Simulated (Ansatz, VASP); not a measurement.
## One calculation of Ca2C, two programs

The input INCAR:

```
PREC = Accurate ; ENCUT = 520
EDIFF = 1E-6 ; ISMEAR = 0
SIGMA = 0.02 ; LREAL = F
LASPH = T ; NELM = 100
ALGO = Normal ; ISIF = 2
LWAVE = F ; LCHARG = T
GGA = PS ; LELF = T
LVHAR = T ; NBANDS = 60
```

File KPOINTS:

```
Automatic mesh
0
Gamma
  6 10 6
```

POSCAR

```
Ca2C
1.0
    5.9618485163      0.0000000000      0.0000000000
    0.0000000000      3.9420099933      0.0000000000
    0.0000000000      0.0000000000      7.2057929070
Ca C
8 4
Direct
    0.3452434092      0.7500000000      0.0883713375
    0.6547565908      0.2500000000      0.9116286625
    0.8452434092      0.7500000000      0.4116286625
    0.1547565908      0.2500000000      0.5883713375
    0.0113557918      0.2500000000      0.1767862593
    0.9886442082      0.7500000000      0.8232137407
    0.5113557918      0.2500000000      0.3232137407
    0.4886442082      0.7500000000      0.6767862593
    0.7509495065      0.2500000000      0.5930314582
    0.2490504935      0.7500000000      0.4069685418
    0.2509495065      0.2500000000      0.9069685418
    0.7490504935      0.7500000000      0.0930314582
```

Input for Ansatz:

```yaml
crystal:
  lattice:
    - [5.9618485163, 0.0, 0.0]
    - [0.0, 3.9420099933, 0.0]
    - [0.0, 0.0, 7.205792907]
  atoms:
    - { symbol: Ca, position: [0.3452434092, 0.75, 0.0883713375] }
    - { symbol: Ca, position: [0.6547565908, 0.25, 0.9116286625] }
    - { symbol: Ca, position: [0.8452434092, 0.75, 0.4116286625] }
    - { symbol: Ca, position: [0.1547565908, 0.25, 0.5883713375] }
    - { symbol: Ca, position: [0.0113557918, 0.25, 0.1767862593] }
    - { symbol: Ca, position: [0.9886442082, 0.75, 0.8232137407] }
    - { symbol: Ca, position: [0.5113557918, 0.25, 0.3232137407] }
    - { symbol: Ca, position: [0.4886442082, 0.75, 0.6767862593] }
    - { symbol: C, position: [0.7509495065, 0.25, 0.5930314582] }
    - { symbol: C, position: [0.2490504935, 0.75, 0.4069685418] }
    - { symbol: C, position: [0.2509495065, 0.25, 0.9069685418] }
    - { symbol: C, position: [0.7490504935, 0.75, 0.0930314582] }
basis:
  ecutwfc: 420
kpoints:
  mp_grid: { grid: [6, 10, 6] }
  band_path:
    path:
      - [[0.0, 0.0, 0.0], [0.5, 0.0, 0.0], [0.5, 0.5, 0.0], [0.0, 0.5, 0.0], [0.0, 0.0, 0.0], [0.0, 0.0, 0.5], [0.5, 0.0, 0.5], [0.5, 0.5, 0.5], [0.0, 0.5, 0.5], [0.0, 0.0, 0.5]]
      - [[0.5, 0.0, 0.0], [0.5, 0.0, 0.5]]
      - [[0.0, 0.5, 0.0], [0.0, 0.5, 0.5]]
      - [[0.5, 0.5, 0.0], [0.5, 0.5, 0.5]]
    npoints: 12
hamiltonian:
  xc: pbesol
scf:
  occupations: { method: gaussian, width: 0.02 }
  n_extra_bands: 6
output:
  forces: true
  stress: true
  eigenvalues: true
```

Alike in both runs: task single point; functional PBEsol; k mesh 6 × 10 × 6; occupations gaussian, width 0.02 eV; no spin polarisation.

|  | VASP | Ansatz |
| --- | --- | --- |
| version | VASP 6.6.1 | Ansatz 0.2.0 |
| potentials or method | VASP PAW PBE potentials, release 64 (Ca_sv, C), cutoff 520 eV | scalar-relativistic, plane waves, PAW |
| valence electrons in the cell | 96 | 96 |

|  | VASP | Ansatz | Ansatz less VASP |
| --- | --- | --- | --- |
| gap on the k mesh at the Fermi level (eV) | 0.58 | 0.59 | +0.012 |
| least direct gap on the mesh (eV) | 0.58 | 0.59 | +0.012 |
| pressure (GPa) | 24.6 | 24.0 | -0.64 |
| rms of the force components (eV/Å) | 0.004 | 0.000 | -0.0040 |

VASP's potentials were made for PBE, not for PBEsol. Atom by atom the forces differ by 0.004 eV/Å (rms over components). With one functional, cell and mesh, what is left measures potentials, basis and numerics.
